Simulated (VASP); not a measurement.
A run of VASP 6.6.1 is set up as follows.

The input INCAR:

```
PREC = Accurate ; ENCUT = 520
EDIFF = 1E-6 ; ISMEAR = -1
SIGMA = 0.05 ; LREAL = False
LASPH = True ; NELM = 100
ALGO = Normal ; ISIF = 2
LWAVE = False ; LCHARG = False
GGA = PE ; NBANDS = 30
```

File KPOINTS:

```
regular mesh
0
Gamma
  10 10 4
```

POSCAR

```
Ga2O3
1.0
    2.7356403407     -1.5803419505      0.0000000000
    2.7356403407      1.5803419505      0.0000000000
   -0.0225760734      0.0000000000      7.8388563729
Ga O
2 3
Direct
    0.6668480600      0.6668480600      0.3103706900
    0.3331519400      0.3331519400      0.6896293100
    0.0000000000      0.0000000000      0.5000000000
    0.6681968600      0.6681968600      0.8236547200
    0.3318031400      0.3318031400      0.1763452800
```

Potentials or basis: VASP PAW PBE potentials, release 64 (Ga_d, O).

Launch:

```sh
$ cat potpaw_PBE.64/Ga_d/POTCAR potpaw_PBE.64/O/POTCAR > POTCAR
$ mpirun -np 1 vasp_std > vasp.out
```

(1) What does it give for the pressure?

(2) Estimate the largest force.

## Answers

(1) -22.0 GPa.

(2) 3.625 eV/Å.

Caveat: the cell stands under tension; forces of over 1 eV/Å act on the atoms, so gaps and moduli don't describe the material at rest.
